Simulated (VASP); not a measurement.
# SnB17N18 (a cell with a defect) in VASP: notebook

The runs below take SnB17N18 (a cell with a defect) through single point, with PBE.

Everything below comes from runs of VASP 6.6.1. Logs are shortened: lines on timing, memory, paths and dates and some standing lists are left out, and cuts for length are marked.

### 1 The cell of the first run

The cell holds a defect, 36 atoms: a = 7.465 Å, b = 7.465 Å, c = 6.495 Å, α = 90.00°, β = 90.00°, γ = 120.00°.

### 2 Single point, PBE

Contents of INCAR:

```
ALGO     = Normal         # electronic algorithm
EDIFF    = 1E-6           # SCF threshold, eV
ENCUT    = 520            # plane-wave cutoff, eV
GGA      = PE             # functional
GGA_COMPAT= F            
ISIF     = 2              # what is computed and relaxed
ISMEAR   = -1             # smearing method
ISYM     = -1           
LASPH    = T              # aspherical terms in the spheres
LCHARG   = F              # write CHGCAR
LREAL    = Auto         
LWAVE    = F              # write WAVECAR
NBANDS   = 102            # bands
NELECT   = 156.0        
NELM     = 120            # most SCF steps
PREC     = Accurate       # precision mode
SIGMA    = 0.01           # smearing width, eV
```

Contents of KPOINTS:

```
explicit points
4
Reciprocal
  0.25000000   0.25000000   0.25000000 2
  0.25000000   0.25000000   0.75000000 2
  0.25000000   0.75000000   0.25000000 2
  0.25000000   0.75000000   0.75000000 2
```

Contents of POSCAR:

```
SnB17N18
1.0
    7.4650312844      0.0000000000      0.0000000000
   -3.7325156422      6.4649067324      0.0000000000
    0.0000000000      0.0000000000      6.4954828762
B N Sn
17 18 1
Direct
    0.0843301826      0.2075272249      0.2340204342
    0.2443775660      0.1216982800      0.7519983862
    0.0839313134      0.5402212214      0.2408776137
    0.2444402908      0.4613985074      0.7502772867
    0.0839767820      0.8744783477      0.2412148878
    0.2451766802      0.7917107545      0.8009097119
    0.4158813180      0.2072158318      0.2117264037
    0.5757370857      0.1201025252      0.7735205000
    0.4158956265      0.5391048651      0.2116378118
    0.4185054691      0.8745198151      0.2465732941
    0.5753556421      0.7938397967      0.7675472761
    0.7526229126      0.2086635700      0.2367288558
    0.9124045883      0.1253296740      0.7641246621
    0.7458887480      0.5382704325      0.2562311579
    0.9167513848      0.4613189375      0.8183591299
    0.7525456640      0.8746825284      0.2347707656
    0.9164642323      0.7937045206      0.8137515968
    0.1342576017      0.2360860196      0.7437860679
    0.1947360706      0.0968624373      0.2314014726
    0.1371284002      0.5688651131      0.8006330791
    0.1945506869      0.4296875628      0.2318197500
    0.1363025401      0.9049518757      0.7985008779
    0.1961057161      0.7639487745      0.2539908656
    0.4570648776      0.2104054864      0.7212409047
    0.5288233143      0.0981340046      0.2398764897
    0.4563861556      0.5853972873      0.7105353739
    0.5222779588      0.4266657356      0.1860655964
    0.4674286102      0.9020392461      0.8030132039
    0.5288502416      0.7623833223      0.2364609397
    0.8015948272      0.2372255408      0.7787113152
    0.8618039597      0.0969977126      0.2412167495
    0.8172298188      0.5780258970      0.8447915689
    0.8641602906      0.4288886855      0.2341955681
    0.8014309388      0.9016248653      0.7724590586
    0.8643783362      0.7670247012      0.2345582095
    0.6368104607      0.4856416062      0.5876869999
```

Potentials or basis: VASP PAW PBE potentials, release 64 (B, N, Sn_d).

Command:

```console
$ cat potpaw_PBE.64/B/POTCAR potpaw_PBE.64/N/POTCAR potpaw_PBE.64/Sn_d/POTCAR > POTCAR
$ mpirun -np 1 vasp_std > vasp.out
```

OUTCAR:

```text
EDIFF = 1E-6
   ENCUT = 520
   GGA = PE
   ISIF = 2
   ISMEAR = -1
   ISYM = -1
   LASPH = T
   LREAL = Auto
   NELECT = 156.0
   NELM = 120
   PREC = Accurate

 ion  position               nearest neighbor table
   1  0.084  0.208  0.234-  19 1.43  21 1.44  31 1.44
   2  0.244  0.122  0.752-  24 1.40  22 1.43  18 1.45
   3  0.084  0.540  0.241-  33 1.42  21 1.43  23 1.45
   4  0.244  0.461  0.750-  26 1.40  20 1.43  18 1.46
   5  0.084  0.874  0.241-  35 1.42  19 1.44  23 1.44
   6  0.245  0.792  0.801-  22 1.44  28 1.44  20 1.44
   7  0.416  0.207  0.212-  27 1.43  19 1.44  25 1.45
   8  0.576  0.120  0.774-  24 1.40  28 1.42  30 1.46  36 2.80
   9  0.416  0.539  0.212-  27 1.42  21 1.44  29 1.45
  10  0.419  0.875  0.247-  23 1.44  29 1.44  25 1.45
  11  0.575  0.794  0.768-  26 1.40  28 1.42  34 1.46  36 2.81
  12  0.753  0.209  0.237-  33 1.42  31 1.43  25 1.45
  13  0.912  0.125  0.764-  18 1.44  30 1.44  34 1.45
  14  0.746  0.538  0.256-  33 1.48  35 1.49  27 1.52  36 2.27
  15  0.917  0.461  0.818-  32 1.41  20 1.43  30 1.47  36 2.65
  16  0.753  0.875  0.235-  35 1.42  31 1.44  29 1.45
  17  0.916  0.794  0.814-  32 1.41  22 1.42  34 1.47  36 2.65
  18  0.134  0.236  0.744-  13 1.44   2 1.45   4 1.46
  19  0.195  0.097  0.231-   1 1.43   7 1.44   5 1.44
  20  0.137  0.569  0.801-   4 1.43  15 1.43   6 1.44
  21  0.195  0.430  0.232-   3 1.43   1 1.44   9 1.44
  22  0.136  0.905  0.799-  17 1.42   2 1.43   6 1.44
  23  0.196  0.764  0.254-  10 1.44   5 1.44   3 1.45
  24  0.457  0.210  0.721-   2 1.40   8 1.40  36 2.00
  25  0.529  0.098  0.240-  10 1.45  12 1.45   7 1.45
  26  0.456  0.585  0.711-   4 1.40  11 1.40  36 2.00
  27  0.522  0.427  0.186-   9 1.42   7 1.43  14 1.52  36 2.71
  28  0.467  0.902  0.803-  11 1.42   8 1.42   6 1.44
  29  0.529  0.762  0.236-  10 1.44  16 1.45   9 1.45
  30  0.802  0.237  0.779-  13 1.44   8 1.46  15 1.47
  31  0.862  0.097  0.241-  12 1.43  16 1.44   1 1.44
  32  0.817  0.578  0.845-  15 1.41  17 1.41  36 2.04
  33  0.864  0.429  0.234-   3 1.42  12 1.42  14 1.48
  34  0.801  0.902  0.772-  13 1.45  11 1.46  17 1.47
  35  0.864  0.767  0.235-  16 1.42   5 1.42  14 1.49
  36  0.637  0.486  0.588-  26 2.00  24 2.00  32 2.04  14 2.27  17 2.65  15 2.65  27 2.71   8 2.80
                            11 2.81

IMPORTANT INFORMATION: All symmetrisations will be switched off!
NOSYMM: (Re-)initialisation of all symmetry stuff for point group C_1.

----------------------------------------------------------------------------------------

                                     Primitive cell

  volume of cell :     313.4768

  direct lattice vectors                    reciprocal lattice vectors
     7.465031284  0.000000000  0.000000000     0.133957911  0.077340636  0.000000000
    -3.732515642  6.464906732  0.000000000     0.000000000  0.154681273  0.000000000
     0.000000000  0.000000000  6.495482876     0.000000000  0.000000000  0.153953142

  length of vectors
     7.465031284  7.465031284  6.495482876     0.154681273  0.154681273  0.153953142

  position of ions in fractional coordinates (direct lattice)
     0.084330183  0.207527225  0.234020434
     0.244377566  0.121698280  0.751998386
     0.083931313  0.540221221  0.240877614
     0.244440291  0.461398507  0.750277287
     0.083976782  0.874478348  0.241214888
     0.245176680  0.791710755  0.800909712
[... 28 lines left out ...]
     0.864378336  0.767024701  0.234558210
     0.636810461  0.485641606  0.587687000

  ion indices of the primitive-cell ions
   primitive index   ion index
                 1           1
                 2           2
                 3           3
                 4           4
                 5           5
                 6           6
[... 28 lines left out ...]
                35          35
                36          36

----------------------------------------------------------------------------------------

 KPOINTS: explicit points

Read explicit list of k-points.

 Found      4 k-points:

 Following reciprocal coordinates:
            Coordinates               Weight
  0.250000  0.250000  0.250000      0.250000
  0.250000  0.250000  0.750000      0.250000
  0.250000  0.750000  0.250000      0.250000
  0.250000  0.750000  0.750000      0.250000
   k-points           NKPTS =      4   k-points in BZ     NKDIM =      4   number of bands    NBANDS=    102
   number of dos      NEDOS =    301   number of ions     NIONS =     36
   total plane-waves  NPLWV = 150528
   dimension x,y,z NGX =    56 NGY =   56 NGZ =   48
   dimension x,y,z NGXF=   112 NGYF=  112 NGZF=   96
   ions per type =              17  18   1
   NGX,Y,Z   is equivalent  to a cutoff of  12.47, 12.47, 12.29 a.u.
   NGXF,Y,Z  is equivalent  to a cutoff of  24.94, 24.94, 24.57 a.u.
 SYSTEM =  unknown system
   PREC   = accura    normal or accurate (medium, high low for compatibility)
   ISTART =      0    job   : 0-new  1-cont  2-samecut
   ICHARG =      2    charge: 1-file 2-atom 10-const
   ISPIN  =      1    spin polarized calculation?
   LNONCOLLINEAR =      F non collinear calculations
   LSORBIT =      F    spin-orbit coupling
   LASPH  =      T    aspherical Exc in radial PAW
   ENCUT  =  520.0 eV  38.22 Ry    6.18 a.u.  13.88 13.88 12.08*2*pi/ulx,y,z
   NELM   =    120;   NELMIN=  2; NELMDL= -5     # of ELM steps
   EDIFF  = 0.1E-05   stopping-criterion for ELM
   LREAL  =      T    real-space projection
   EDIFFG = 0.1E-04   stopping-criterion for IOM
   NSW    =      0    number of steps for IOM
   IBRION =     -1    ionic relax: 0-MD 1-quasi-New 2-CG
   NFREE  =      0    steps in history (QN), initial steepest desc. (CG)
   ISIF   =      2    stress and relaxation
   ISYM   =     -1    0-nonsym 1-usesym 2-fastsym
   POTIM  = 0.5000    time-step for ionic-motion
   TEBEG  =    0.0;   TEEND  =   0.0 temperature during run
   PSTRESS=    0.0 pullay stress
   NELECT =     156.0000    total number of electrons
   NUPDOWN=      -1.0000    fix difference up-down
   EMIN   =  10.00;   EMAX   =-10.00  energy-range for DOS
   EFERMI =   0.00;   METHOD = LEGACY
   ISMEAR =    -1;   SIGMA  =   0.01  broadening in eV -4-tet -1-fermi 0-gaus
   EFERMI_NEDOS =   21; number of points for ismear=-14 and -15
   IALGO  =     38    algorithm
   IMIX   =      4    mixing-type and parameters
     AMIX     =   0.40;   BMIX     =  1.00
     AMIX_MAG =   1.60;   BMIX_MAG =  1.00
  volume/ion in A,a.u.               =       8.71        58.76
  Fermi-wavevector in a.u.,A,eV,Ry     =   1.297322  2.451584 22.899223  1.683045
  Thomas-Fermi vector in A             =   2.428722
   LORBIT       =      0    0 simple, 1 ext, 2 COOP (PROOUT), +10 PAW based schemes
   GGA     = PE    functional components
[... 5 lines left out ...]
 non-spin polarized calculation
  energy-cutoff  :      520.00
  volume of cell :      313.48
 maximum number of plane-waves:      8452
 NGX is ok and might be reduce to    56
   NGX = 27   NGY = 27   NGZ = 25

 number of electron     155.9999998 magnetization

 Free energy of the ion-electron system (eV)
  ---------------------------------------------------
  ext. energy  EPLUGINS =         0.00000000
  ---------------------------------------------------
  free energy    TOTEN  =      -299.80596271 eV

  energy without entropy =     -299.80596271  energy(sigma->0) =     -299.80596271

 E-fermi :   5.1807     XC(G=0): -10.5975

 val. band max:        4.9029096729   @ k =   0.2500   0.7500   0.7500
 cond. band min:       7.5521779876   @ k =   0.2500   0.2500   0.2500
 fundamental gap:      2.6492683147
 Fermi energy:         5.1807336361

 k-point     1 :       0.2500    0.2500    0.2500
  band No.  band energies     occupation
      1     -16.0874      2.00000
      2     -16.0093      2.00000
      3     -15.8007      2.00000
      4     -15.7126      2.00000
      5     -15.6431      2.00000
      6     -14.3037      2.00000
[... 82 lines left out ...]
     89      10.0419      0.00000
     90      10.1195      0.00000

 k-point     2 :       0.2500    0.2500    0.7500
  band No.  band energies     occupation
      1     -16.0875      2.00000
      2     -16.0093      2.00000
      3     -15.8007      2.00000
      4     -15.7127      2.00000
      5     -15.6429      2.00000
      6     -14.2984      2.00000
[... 82 lines left out ...]
     89      10.0218      0.00000
     90      10.1239      0.00000

 k-point     3 :       0.2500    0.7500    0.2500
  band No.  band energies     occupation
      1     -16.0854      2.00000
      2     -16.0096      2.00000
      3     -15.8005      2.00000
      4     -15.7123      2.00000
      5     -15.6434      2.00000
      6     -14.5696      2.00000
[... 82 lines left out ...]
     89      10.0902      0.00000
     90      10.4930      0.00000

 k-point     4 :       0.2500    0.7500    0.7500
  band No.  band energies     occupation
      1     -16.0855      2.00000
      2     -16.0096      2.00000
      3     -15.8005      2.00000
      4     -15.7124      2.00000
      5     -15.6433      2.00000
      6     -14.5670      2.00000
[... 82 lines left out ...]
     89      10.3427      0.00000
     90      10.5183      0.00000
 [bands above 90 left out]

------------------------ aborting loop because EDIFF is reached ----------------------------------------

  FORCE on cell =-STRESS in cart. coord.  units (eV):
  Direction    XX          YY          ZZ          XY          YZ          ZX
  --------------------------------------------------------------------------------------
  -------------------------------------------------------------------------------------
  Total       42.2549126     40.7353702     31.5687786      0.5538928      0.3451867      0.2629655
  in kB      215.9645415    208.1981719    161.3477910      2.8309421      1.7642467      1.3440147
  external PRESSURE =     195.1701681 kB  Pullay stress =       0.0000000 kB

 VOLUME and BASIS-vectors are now :
 -----------------------------------------------------------------------------
  energy-cutoff  :      520.00
  volume of cell :      313.48
      direct lattice vectors                 reciprocal lattice vectors
     7.465031284  0.000000000  0.000000000     0.133957911  0.077340636  0.000000000
    -3.732515642  6.464906732  0.000000000     0.000000000  0.154681273  0.000000000
     0.000000000  0.000000000  6.495482876     0.000000000  0.000000000  0.153953142

 POSITION                                       TOTAL-FORCE (eV/Angst)
 -----------------------------------------------------------------------------------
     -0.14507      1.34164      1.52008        -0.219423      0.115847      0.036611
      1.37005      0.78677      4.88459         0.088711     -0.094470     -0.034925
     -1.38983      3.49248      1.56462        -0.195858      0.139192      0.026953
      0.10258      2.98290      4.87341         0.222766     -0.042218     -0.138814
     -2.63711      5.65342      1.56681        -0.119527      0.080412      0.006025
     -1.12482      5.11834      5.20230         0.188678     -0.048610      0.001190
[... 28 lines left out ...]
      3.58968      4.95874      1.52357         0.087982     -0.087659      0.022161
      2.94115      3.13963      3.81731         0.038699     -0.044501      0.013654
 -----------------------------------------------------------------------------------
    total drift:                                0.010081      0.011955     -0.003187

  FREE ENERGIE OF THE ION-ELECTRON SYSTEM (eV)
  ---------------------------------------------------
  free  energy   TOTEN  =      -299.8059627116 eV

  energy  without entropy=     -299.8059627116  energy(sigma->0) =     -299.80596271
```

Wall time 2.6 min (1 thread of Intel Xeon 6975P-C (Granite Rapids), shared host); peak memory 0.41 GiB.

What came out:

```yaml
Free_energy: -299.8060 eV
Largest_force: 0.323 eV/Å
```

Forces on the atoms (eV/Å):
```
B   -0.219  0.116  0.037
B    0.089 -0.094 -0.035
B   -0.196  0.139  0.027
B    0.223 -0.042 -0.139
B   -0.120  0.080  0.006
B    0.189 -0.049  0.001
B   -0.104  0.138  0.047
B    0.117 -0.070  0.024
B   -0.122  0.068 -0.019
B   -0.144  0.092  0.028
B    0.209 -0.138 -0.038
B   -0.239  0.093 -0.072
B    0.114 -0.035  0.026
B   -0.137  0.056 -0.108
B    0.133 -0.041 -0.069
B   -0.176  0.099  0.010
B    0.058 -0.041  0.036
N   -0.079  0.049  0.022
N    0.136 -0.129 -0.007
N   -0.291  0.061  0.050
N    0.232 -0.133 -0.027
N   -0.097  0.106 -0.004
N    0.134 -0.118  0.019
N   -0.018  0.075 -0.014
N    0.166 -0.079 -0.032
N   -0.121  0.028  0.114
N    0.140  0.007 -0.026
N   -0.253  0.096 -0.010
N    0.155 -0.064 -0.002
N   -0.136  0.070 -0.022
N    0.285 -0.150  0.019
N   -0.077 -0.032  0.059
N    0.148 -0.050  0.026
N   -0.124  0.025  0.034
N    0.088 -0.088  0.022
Sn   0.039 -0.045  0.014
```

Caveat: the cell carries a net charge on a neutralising background, which shifts energy and pressure; the cell is charged against a uniform background, so pressure and absolute levels hang on convention; spin-orbit coupling is left out, which moves the levels of the heavy elements.

(Continued in part 2 of 3.)
